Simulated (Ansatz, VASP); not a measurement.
## Two plane-wave programs on AlH5

INCAR

```
ALGO = Normal
EDIFF = 1E-6
EDIFFG = -0.04
ENCUT = 600
GGA = PE
IBRION = 2
ISIF = 3
ISMEAR = 0
LASPH = T
LCHARG = F
LREAL = F
LWAVE = F
NELM = 60
NSW = 90
PREC = Accurate
SIGMA = 0.1
```

The input KPOINTS:

```
k-points
0
Gamma
  6 6 6
```

POSCAR

```
AlH5
1.0
    0.0000000000      3.0981072900      3.0981072900
    3.0981072900      0.0000000000      3.0981072900
    3.0981072900      3.0981072900      0.0000000000
Al H
1 5
Direct
    0.0000000000      0.0000000000      0.0000000000
    0.2500000000      0.2500000000      0.2500000000
    0.1295901500      0.6234699500      0.6234699500
    0.6234699500      0.6234699500      0.6234699500
    0.6234699500      0.6234699500      0.1295901500
    0.6234699500      0.1295901500      0.6234699500
```

Input for Ansatz:

```yaml
crystal:
  lattice:
    - [0.0, 3.09810729, 3.09810729]
    - [3.09810729, 0.0, 3.09810729]
    - [3.09810729, 3.09810729, 0.0]
  atoms:
    - { symbol: Al, position: [0.0, 0.0, 0.0] }
    - { symbol: H, position: [0.25, 0.25, 0.25] }
    - { symbol: H, position: [0.12959015, 0.62346995, 0.62346995] }
    - { symbol: H, position: [0.62346995, 0.62346995, 0.62346995] }
    - { symbol: H, position: [0.62346995, 0.62346995, 0.12959015] }
    - { symbol: H, position: [0.62346995, 0.12959015, 0.62346995] }
basis:
  ecutwfc: 420
kpoints:
  mp_grid: { grid: [6, 6, 6] }
hamiltonian:
  xc: pbe
scf:
  occupations: { method: gaussian, width: 0.1 }
  lower_state_search: "off"
output:
  forces: true
  stress: true
  eigenvalues: true
relax:
  adjacent_minimum: "off"
  f_tol: 0.04
  max_steps: 70
  cell: { stress_tol: 0.4 }
```

Change from the starting cell: species swapped into the ZrNi5 type (F-43m, No. 216).

Alike in both runs: task relaxation of cell and atoms; functional PBE; k mesh 6 × 6 × 6; occupations gaussian, width 0.1 eV; no spin polarisation.

|  | VASP | Ansatz |
| --- | --- | --- |
| version | VASP 6.6.1 | Ansatz 0.2.0 |
| potentials or method | VASP PAW PBE potentials, release 64 (Al, H), cutoff 600 eV | scalar-relativistic, plane waves, PAW |
| valence electrons in the cell | 8 | 8 |

|  | VASP | Ansatz | Ansatz less VASP |
| --- | --- | --- | --- |
| gap on the k mesh at the Fermi level, each at its own relaxed structure (eV) | none | none | - |
| relaxed volume (Å³/atom) | 5.03 | 5.02 | -0.009 |
| relaxed length of the cell vector where the two differ most in proportion (Å) | 3.495 | 3.493 | -0.0022 |

A gap of «none» marks a metal or a gap that the smearing closes.

Noted on VASP's run: the volume moved by over 15 % at a fixed basis, so the end points are rough.
